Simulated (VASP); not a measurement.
Wanted: the native input for a VASP 6.6.1 run.

| Item | Value |
| --- | --- |
| Task | relaxation of the atoms |
| Functional | PBE |
| Potentials or basis | VASP PAW PBE potentials, release 64 (H, Si, Cl) |
| Cutoff | 520 eV |
| k mesh | 2 × 2 × 1 |
| Occupations | fermi-dirac, width 0.05 eV |
| Spin | no spin polarisation |
| Dipole correction | no |
| Atoms held fixed (from 0) | [0, 1, 2, 3, 4, 5, 6, 7, 8, 9, 10, 11] |
| Further INCAR settings | LREAL = Auto; ALGO = Normal; EDIFF = 1e-06; IBRION = 2; EDIFFG = -0.08; NSW = 45 |

The structure of Si21H8Cl2 lies in POSCAR:

```
Si21H8Cl2
1.0
    7.6791800000      0.0000000000      0.0000000000
    0.0000000000      7.6791800000      0.0000000000
    0.0000000000      0.0000000000     19.2555000000
H Si Cl
8 21 2
Selective dynamics
Direct
    0.4093920000      0.0000000000      0.0519332000  F F F
    0.0906080000      0.0000000000      0.0519332000  F F F
    0.9093920000      0.0000000000      0.0519332000  F F F
    0.5906080000      0.0000000000      0.0519332000  F F F
    0.4093920000      0.5000000000      0.0519332000  F F F
    0.0906080000      0.5000000000      0.0519332000  F F F
    0.9093920000      0.5000000000      0.0519332000  F F F
    0.5906080000      0.5000000000      0.0519332000  F F F
    0.2500000000      0.0000000000      0.0968814000  F F F
    0.7500000000      0.0000000000      0.0968814000  F F F
    0.2500000000      0.5000000000      0.0968814000  F F F
    0.7500000000      0.5000000000      0.0968814000  F F F
    0.2500000000      0.2500000000      0.1673807000  T T T
    0.7500000000      0.2500000000      0.1673807000  T T T
    0.2500000000      0.7500000000      0.1673807000  T T T
    0.7500000000      0.7500000000      0.1673807000  T T T
    0.0000000000      0.2500000000      0.2378801000  T T T
    0.5000000000      0.2500000000      0.2378801000  T T T
    0.0000000000      0.7500000000      0.2378801000  T T T
    0.5000000000      0.7500000000      0.2378801000  T T T
    0.0000000000      0.0000000000      0.3083794000  T T T
    0.5000000000      0.0000000000      0.3083794000  T T T
    0.0000000000      0.5000000000      0.3083794000  T T T
    0.5000000000      0.5000000000      0.3083794000  T T T
    0.2500000000      0.0969069000      0.3768014000  T T T
    0.7500000000      0.0969069000      0.3768014000  T T T
    0.2500000000      0.4030931000      0.3581055000  T T T
    0.7500000000      0.4030931000      0.3581055000  T T T
    0.7474659000      0.2301177000      0.4822259000  T T T
    0.5468830000      0.1481362000      0.5470385000  T T T
    0.9480489000      0.3120992000      0.5470385000  T T T
```

One way to write it, as run:

INCAR

```
SYSTEM = Si21H8Cl2
ALGO = Normal
EDIFF = 1E-6
EDIFFG = -0.08
ENCUT = 520
GGA = PE
IBRION = 2
ISIF = 2
ISMEAR = -1
LASPH = .True.
LCHARG = .False.
LREAL = Auto
LWAVE = .False.
NCORE = 2
NELM = 80
NSW = 45
PREC = Accurate
SIGMA = 0.05
```

KPOINTS

```
k-points
0
Gamma
  2 2 1
  0 0 0
```

Potentials or basis: VASP PAW PBE potentials, release 64 (H, Si, Cl).

Run with:

```bash
$ cat potpaw_PBE.64/H/POTCAR potpaw_PBE.64/Si/POTCAR potpaw_PBE.64/Cl/POTCAR > POTCAR
$ mpirun -np 4 vasp_std > vasp.out
```

It gave:

| Quantity | Value |
| --- | --- |
| Energy gained by relaxing | 42.4 meV/atom |
| Ionic steps | 30 |
| Band gap on the k mesh | 0.80 eV (least direct gap 0.97 eV) |

Caveat: there is no dipole correction, which matters where the two faces differ.

It took 34 min on 4 MPI ranks on Intel(R) Xeon(R) Platinum 8559C (Emerald Rapids) (shared host), peak memory 0.43 GiB a rank.
